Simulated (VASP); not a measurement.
# W (I4/mmm) in VASP: further runs, part 2 of 2

VASP 6.6.1.

## 3. Single point, r2SCAN (strain +0.040 along x and y, +0.000 along z)

File POSCAR:

```
W
1.0
   -1.6611920000      1.6611920000      1.5973000000
    1.6611920000     -1.6611920000      1.5973000000
    1.6611920000      1.6611920000     -1.5973000000
W
1
Direct
    0.0000000000      0.0000000000      0.0000000000
```

File INCAR.step1:

```
ALGO     = Normal         # electronic algorithm
EDIFF    = 1E-4           # SCF threshold, eV
ENCUT    = 520            # plane-wave cutoff, eV
GGA      = PE             # functional
ISMEAR   = 0              # smearing method
LASPH    = T              # aspherical terms in the spheres
LCHARG   = F              # write CHGCAR
LREAL    = F              # projectors in reciprocal space
LWAVE    = T              # write WAVECAR
NBANDS   = 13             # bands
NELM     = 60             # most SCF steps
PREC     = Accurate       # precision mode
SIGMA    = 0.15           # smearing width, eV
```

File INCAR.step2:

```
ALGO     = Normal         # electronic algorithm
EDIFF    = 1E-6           # SCF threshold, eV
ENCUT    = 520            # plane-wave cutoff, eV
ISIF     = 2              # what is computed and relaxed
ISMEAR   = 0              # smearing method
ISTART   = 1            
LASPH    = T              # aspherical terms in the spheres
LCHARG   = F              # write CHGCAR
LMIXTAU  = T            
LREAL    = F              # projectors in reciprocal space
LWAVE    = F              # write WAVECAR
METAGGA  = R2SCAN         # meta-GGA
NBANDS   = 13             # bands
NELM     = 60             # most SCF steps
PREC     = Accurate       # precision mode
SIGMA    = 0.15           # smearing width, eV
```

File KPOINTS:

```
k-points
0
Gamma
  14 14 14
```

Potentials or basis: VASP PAW PBE potentials, release 64 (W_sv).

Command:

```sh
cat potpaw_PBE.64/W_sv/POTCAR > POTCAR
cp INCAR.step1 INCAR
mpirun -np 1 vasp_std > vasp.out
cp INCAR.step2 INCAR
mpirun -np 1 vasp_std > vasp.out
```

OUTCAR:

```text
EDIFF = 1E-6
   ENCUT = 520
   ISIF = 2
   ISMEAR = 0
   ISTART = 1
   LASPH = T
   LREAL = F
   METAGGA = R2SCAN
   NELM = 60
   PREC = Accurate

 ion  position               nearest neighbor table
   1  0.000  0.000  0.000-

  LATTYP: Found a body centered tetragonal cell.
 ALAT       =     3.3223840000
 C/A-ratio  =     0.9615384615

  Lattice vectors:

 A1 = (  -1.6611920000,   1.6611920000,   1.5973000000)
 A2 = (   1.6611920000,  -1.6611920000,   1.5973000000)
 A3 = (   1.6611920000,   1.6611920000,  -1.5973000000)

Analysis of symmetry for initial positions (statically):
=====================================================================
 Subroutine PRICEL returns:
 Original cell was already a primitive cell.

 Routine SETGRP: Setting up the symmetry group for a
 body centered tetragonal supercell.

 Subroutine GETGRP returns: Found 16 space group operations
 (whereof 16 operations were pure point group operations)
 out of a pool of 16 trial point group operations.

The static configuration has the point symmetry D_4h.

Analysis of symmetry for dynamics (positions and initial velocities):
=====================================================================
 Subroutine PRICEL returns:
 Original cell was already a primitive cell.

 Routine SETGRP: Setting up the symmetry group for a
 body centered tetragonal supercell.

 Subroutine GETGRP returns: Found 16 space group operations
 (whereof 16 operations were pure point group operations)
 out of a pool of 16 trial point group operations.

The dynamic configuration has the point symmetry D_4h.

 Subroutine INISYM returns: Found 16 space group operations
 (whereof 16 operations are pure point group operations),
 and found     1 'primitive' translations

----------------------------------------------------------------------------------------

                                     Primitive cell

  volume of cell :      17.6314

  direct lattice vectors                    reciprocal lattice vectors
    -1.661192000  1.661192000  1.597300000     0.000000000  0.300988688  0.313028235
     1.661192000 -1.661192000  1.597300000     0.300988688  0.000000000  0.313028235
     1.661192000  1.661192000 -1.597300000     0.300988688  0.300988688  0.000000000

  length of vectors
     2.840859907  2.840859907  2.840859907     0.434258985  0.434258985  0.425662284

  position of ions in fractional coordinates (direct lattice)
     0.000000000  0.000000000  0.000000000

  ion indices of the primitive-cell ions
   primitive index   ion index
                 1           1

----------------------------------------------------------------------------------------

 KPOINTS: k-points

Automatic generation of k-mesh.
 Grid dimensions read from file:
 generate k-points for:   14   14   14

 Generating k-lattice:

  Cartesian coordinates                     Fractional coordinates (reciprocal lattice)
     0.000000000  0.021499192  0.022359160     0.071428571  0.000000000  0.000000000
     0.021499192  0.000000000  0.022359160     0.000000000  0.071428571  0.000000000
     0.021499192  0.021499192  0.000000000     0.000000000  0.000000000  0.071428571

  Length of vectors
     0.031018499  0.031018499  0.030404449

  Shift w.r.t. Gamma in fractional coordinates (k-lattice)
     0.000000000  0.000000000  0.000000000

 Subroutine IBZKPT returns following result:
 ===========================================

 Found    244 irreducible k-points:

 Following reciprocal coordinates:
            Coordinates               Weight
  0.000000  0.000000  0.000000      1.000000
  0.071429  0.000000  0.000000      8.000000
  0.142857  0.000000  0.000000      8.000000
  0.214286  0.000000 -0.000000      8.000000
  0.285714  0.000000  0.000000      8.000000
  0.357143  0.000000  0.000000      8.000000
[... 16 lines left out ...]
  0.214286  0.142857 -0.000000     16.000000
  0.285714  0.142857 -0.000000     16.000000
 [... further k-points ...]
   k-points           NKPTS =    244   k-points in BZ     NKDIM =    244   number of bands    NBANDS=     13
   number of dos      NEDOS =    301   number of ions     NIONS =      1
   total plane-waves  NPLWV =  13824
   dimension x,y,z NGX =    24 NGY =   24 NGZ =   24
   dimension x,y,z NGXF=    48 NGYF=   48 NGZF=   48
   ions per type =               1
   NGX,Y,Z   is equivalent  to a cutoff of  14.04, 14.04, 14.04 a.u.
   NGXF,Y,Z  is equivalent  to a cutoff of  28.09, 28.09, 28.09 a.u.
 SYSTEM =  unknown system
   PREC   = accura    normal or accurate (medium, high low for compatibility)
   ISTART =      1    job   : 0-new  1-cont  2-samecut
   ICHARG =      0    charge: 1-file 2-atom 10-const
   ISPIN  =      1    spin polarized calculation?
   LNONCOLLINEAR =      F non collinear calculations
   LSORBIT =      F    spin-orbit coupling
   LASPH  =      T    aspherical Exc in radial PAW
   ENCUT  =  520.0 eV  38.22 Ry    6.18 a.u.   5.28  5.28  5.28*2*pi/ulx,y,z
   NELM   =     60;   NELMIN=  2; NELMDL=  0     # of ELM steps
   EDIFF  = 0.1E-05   stopping-criterion for ELM
   LREAL  =      F    real-space projection
   EDIFFG = 0.1E-04   stopping-criterion for IOM
   NSW    =      0    number of steps for IOM
   IBRION =     -1    ionic relax: 0-MD 1-quasi-New 2-CG
   NFREE  =      0    steps in history (QN), initial steepest desc. (CG)
   ISIF   =      2    stress and relaxation
   ISYM   =      2    0-nonsym 1-usesym 2-fastsym
   POTIM  = 0.5000    time-step for ionic-motion
   TEBEG  =    0.0;   TEEND  =   0.0 temperature during run
   PSTRESS=    0.0 pullay stress
   NELECT =      14.0000    total number of electrons
   NUPDOWN=      -1.0000    fix difference up-down
   EMIN   =  10.00;   EMAX   =-10.00  energy-range for DOS
   EFERMI =   0.00;   METHOD = LEGACY
   ISMEAR =     0;   SIGMA  =   0.15  broadening in eV -4-tet -1-fermi 0-gaus
   EFERMI_NEDOS =   21; number of points for ismear=-14 and -15
   IALGO  =     38    algorithm
   IMIX   =      4    mixing-type and parameters
     AMIX     =   0.40;   BMIX     =  1.00
     AMIX_MAG =   1.60;   BMIX_MAG =  1.00
  volume/ion in A,a.u.               =      17.63       118.98
  Fermi-wavevector in a.u.,A,eV,Ry     =   1.515964  2.864756 31.268173  2.298146
  Thomas-Fermi vector in A             =   2.625417
   LORBIT       =      0    0 simple, 1 ext, 2 COOP (PROOUT), +10 PAW based schemes
   METAGGA = R2SCAN    functional components
   LHFCALC =     F    Hartree Fock is set to
   AEXX    =    0.0000 exact exchange contribution
   IVDW    =     0    specifies the selected vdW correction
   LEPSILON=     F    determine dielectric tensor
   LRPA    =     F    only Hartree local field effects (RPA)
 non-spin polarized calculation
 Gauss-broadening in eV      SIGMA  =   0.15
  energy-cutoff  :      520.00
  volume of cell :       17.63
 maximum number of plane-waves:       484
 NGX is ok and might be reduce to    24
   NGX = 11   NGY = 11   NGZ = 11

 number of electron      14.0000000 magnetization

 Free energy of the ion-electron system (eV)
  ---------------------------------------------------
  ext. energy  EPLUGINS =         0.00000000
  ---------------------------------------------------
  free energy    TOTEN  =       -51.19014714 eV

  energy without entropy =      -51.18452275  energy(sigma->0) =      -51.18733495

 E-fermi :   9.8231     XC(G=0): -14.2830

 val. band max:        9.7943734778   @ k =  -0.3571  -0.4286   0.2857
 cond. band min:       9.8349193540   @ k =  -0.2857   0.2857   0.1429
 fundamental gap:      0.0405458762
 Fermi energy:         9.8231027430

 k-point     1 :       0.0000    0.0000    0.0000
  band No.  band energies     occupation
      1     -66.4649      2.00000
      2     -29.4715      2.00000
      3     -29.4715      2.00000
      4     -29.4489      2.00000
      5       0.2937      2.00000
      6       8.3703      2.00000
      7       8.8726      2.00000
      8       8.8726      2.00000
      9      11.7842      0.00000
     10      12.4320      0.00000
     11      24.5801      0.00000
     12      24.5801      0.00000
     13      25.3576      0.00000
[... 353 lines left out ...]
 k-point    24 :       0.2857    0.1429   -0.0000
  band No.  band energies     occupation
      1     -66.3811      2.00000
      2     -30.2420      2.00000
      3     -29.7706      2.00000
      4     -29.5384      2.00000
      5       4.3590      2.00000
      6       6.8270      2.00000
      7       7.8740      2.00000
      8      11.5160      0.00000
      9      13.1274      0.00000
     10      14.2075      0.00000
     11      21.8335      0.00000
     12      23.7206      0.00000
     13      26.6865      0.00000

 [... further k-points ...]

------------------------ aborting loop because EDIFF is reached ----------------------------------------

  FORCE on cell =-STRESS in cart. coord.  units (eV):
  Direction    XX          YY          ZZ          XY          YZ          ZX
  --------------------------------------------------------------------------------------
  -------------------------------------------------------------------------------------
  Total       -3.2129966     -3.2129966     -1.9917877      0.0000000      0.0000000      0.0000000
  in kB     -291.9676269   -291.9676269   -180.9953771      0.0000000      0.0000000      0.0000000
  external PRESSURE =    -254.9768770 kB  Pullay stress =       0.0000000 kB

 VOLUME and BASIS-vectors are now :
 -----------------------------------------------------------------------------
  energy-cutoff  :      520.00
  volume of cell :       17.63
      direct lattice vectors                 reciprocal lattice vectors
    -1.661192000  1.661192000  1.597300000     0.000000000  0.300988688  0.313028235
     1.661192000 -1.661192000  1.597300000     0.300988688  0.000000000  0.313028235
     1.661192000  1.661192000 -1.597300000     0.300988688  0.300988688  0.000000000

 POSITION                                       TOTAL-FORCE (eV/Angst)
 -----------------------------------------------------------------------------------
      0.00000      0.00000      0.00000         0.000000     -0.000000      0.000000
 -----------------------------------------------------------------------------------
    total drift:                               -0.000000      0.000000      0.000000

  FREE ENERGIE OF THE ION-ELECTRON SYSTEM (eV)
  ---------------------------------------------------
  free  energy   TOTEN  =       -51.1901471398 eV

  energy  without entropy=      -51.1845227510  energy(sigma->0) =      -51.18733495
```

It took 98 s on 1 thread of Intel Xeon Platinum 8375C at 2.90GHz (Ice Lake), shared host; peak memory 0.18 GiB.

What came out:

```
Free energy            : -51.1901 eV
Pressure               : -25.5 GPa
Band gap on the k mesh : zero (band 7 reaches 14.36 eV, above the bottom of band 8 at 8.77 eV)
```

Caveat: the cell differs from its parent crystal (strain +0.040 along x and y, +0.000 along z); the PAW data sets were made with another functional, which shifts forces and pressure a little; spin-orbit coupling is left out, which moves the levels of the heavy elements.

## 4. Single point, r2SCAN (strain +0.040 along x and y, +0.080 along z)

File POSCAR:

```
W
1.0
   -1.6611920000      1.6611920000      1.7250840000
    1.6611920000     -1.6611920000      1.7250840000
    1.6611920000      1.6611920000     -1.7250840000
W
1
Direct
    0.0000000000      0.0000000000      0.0000000000
```

File INCAR.step1:

```
PREC = Accurate
ENCUT = 520
ISMEAR = 0
SIGMA = 0.15
LREAL = F
LASPH = T
NELM = 100
NBANDS = 13
GGA = PE
ALGO = Normal
EDIFF = 1E-4
LWAVE = T
LCHARG = F
```

File INCAR.step2:

```
PREC = Accurate
ENCUT = 520
EDIFF = 1E-6
ISMEAR = 0
SIGMA = 0.15
LREAL = F
LASPH = T
NELM = 100
ALGO = Normal
ISIF = 2
LWAVE = F
LCHARG = F
METAGGA = R2SCAN
LMIXTAU = T
NBANDS = 13
ISTART = 1
```

File KPOINTS:

```
Automatic mesh
0
Gamma
  14 14 14
```

Command:

```sh
cat potpaw_PBE.64/W_sv/POTCAR > POTCAR
cp INCAR.step1 INCAR
mpirun -np 1 vasp_std > vasp.out
cp INCAR.step2 INCAR
mpirun -np 1 vasp_std > vasp.out
```

Run time: 1.8 min. Hardware: 1 thread of Intel Xeon Platinum 8375C at 2.90GHz (Ice Lake), shared host; peak memory 0.19 GiB.

It converged, with:

```
Free energy            : -50.9053 eV
Pressure               : -38.7 GPa
Band gap on the k mesh : zero (band 7 reaches 12.84 eV, above the bottom of band 8 at 8.02 eV)
```

Stress tensor (GPa, compression positive):
```
-36.12   0.00   0.00
  0.00 -36.12   0.00
  0.00   0.00 -43.93
```

Levels at points of the mesh, in eV from the Fermi level:
```csv
k point,band 4,band 5,band 6,band 7,band 8,band 9,band 10,band 11
"(0.00, 0.00, 0.00)",-39.48,-9.08,-1.16,-1.16,-0.75,1.85,2.37,14.36
"(0.50, 0.00, 0.00)",-39.48,-5.45,-2.80,-0.02,1.63,2.71,4.76,8.80
"(0.50, 0.50, 0.00)",-39.50,-5.40,-3.24,0.23,2.23,2.89,4.85,9.06
"(0.50, 0.50, 0.50)",-39.99,-4.67,-4.59,4.00,4.12,4.12,6.50,7.53
```

Caveat: the cell differs from its parent crystal (strain +0.040 along x and y, +0.080 along z); the PAW data sets were made with another functional, which shifts forces and pressure a little; spin-orbit coupling is left out, which moves the levels of the heavy elements.

## 5. Single point, r2SCAN (strain +0.080 along x and y, +0.040 along z)

File POSCAR:

```
W
1.0
   -1.7250840000      1.7250840000      1.6611920000
    1.7250840000     -1.7250840000      1.6611920000
    1.7250840000      1.7250840000     -1.6611920000
W
1
Direct
    0.0000000000      0.0000000000      0.0000000000
```

File INCAR.step1:

```
SYSTEM = W
ALGO = Normal
EDIFF = 1E-4
ENCUT = 520
GGA = PE
ISMEAR = 0
LASPH = .True.
LCHARG = .False.
LREAL = .False.
LWAVE = .True.
NBANDS = 13
NELM = 60
PREC = Accurate
SIGMA = 0.15
```

File INCAR.step2:

```
SYSTEM = W
ALGO = Normal
EDIFF = 1E-6
ENCUT = 520
ISIF = 2
ISMEAR = 0
ISTART = 1
LASPH = .True.
LCHARG = .True.
LELF = .True.
LMIXTAU = .True.
LREAL = .False.
LVHAR = .True.
LWAVE = .False.
METAGGA = R2SCAN
NBANDS = 13
NELM = 60
PREC = Accurate
SIGMA = 0.15
```

File KPOINTS:

```
k-points
0
Gamma
  14 14 14
  0 0 0
```

Command:

```sh
cat potpaw_PBE.64/W_sv/POTCAR > POTCAR
cp INCAR.step1 INCAR
mpirun -np 1 vasp_std > vasp.out
cp INCAR.step2 INCAR
mpirun -np 1 vasp_std > vasp.out
```

Run time: 96 s. Hardware: 1 thread of Intel Xeon Platinum 8375C at 2.90GHz (Ice Lake), shared host; peak memory 0.19 GiB.

Results (log left out):

```
Free energy            : -50.7168 eV
Pressure               : -43.3 GPa
Band gap on the k mesh : zero (band 7 reaches 12.18 eV, above the bottom of band 8 at 7.44 eV)
```

Stress tensor (GPa, compression positive):
```
-45.88   0.00   0.00
  0.00 -45.88   0.00
  0.00   0.00 -38.22
```

Levels at points of the mesh, in eV from the Fermi level:
```tsv
k point	band 5	band 6	band 7	band 8	band 9	band 10
(0.00, 0.00, 0.00)	-8.86	-1.26	-0.84	-0.84	1.77	2.29
(0.50, 0.00, 0.00)	-5.20	-2.94	0.10	1.88	2.75	4.54
(0.50, 0.50, 0.00)	-5.26	-2.51	-0.15	1.44	2.43	4.48
(0.50, 0.50, 0.50)	-4.41	-4.35	3.82	3.82	3.92	6.61
```

Caveat: the cell differs from its parent crystal (strain +0.080 along x and y, +0.040 along z); the PAW data sets were made with another functional, which shifts forces and pressure a little; spin-orbit coupling is left out, which moves the levels of the heavy elements.

## 6. Overview

```csv
cell,gap on the mesh (eV),pressure (GPa)
"a = 2.804 Å, angles 110.5, 110.5, 107.3°, 1 atom",none,-16.6
"a = 2.841 Å, angles 108.4, 108.4, 111.6°, 1 atom",none,-25.5
"a = 2.915 Å, angles 110.5, 110.5, 107.4°, 1 atom",none,-38.7
"a = 2.952 Å, angles 108.5, 108.5, 111.5°, 1 atom",none,-43.3
```

Alike in all rows: task single point; level r2SCAN; potentials or basis VASP PAW PBE potentials, release 64 (W_sv); no spin polarisation; k mesh 14 × 14 × 14; cutoff (eV) 520; smearing gaussian 0.15 eV.

Caveats: the PAW data sets were made with another functional, which shifts forces and pressure a little; spin-orbit coupling is left out, which moves the levels of the heavy elements.

Absolute energies hang on the potentials; compare differences alone.
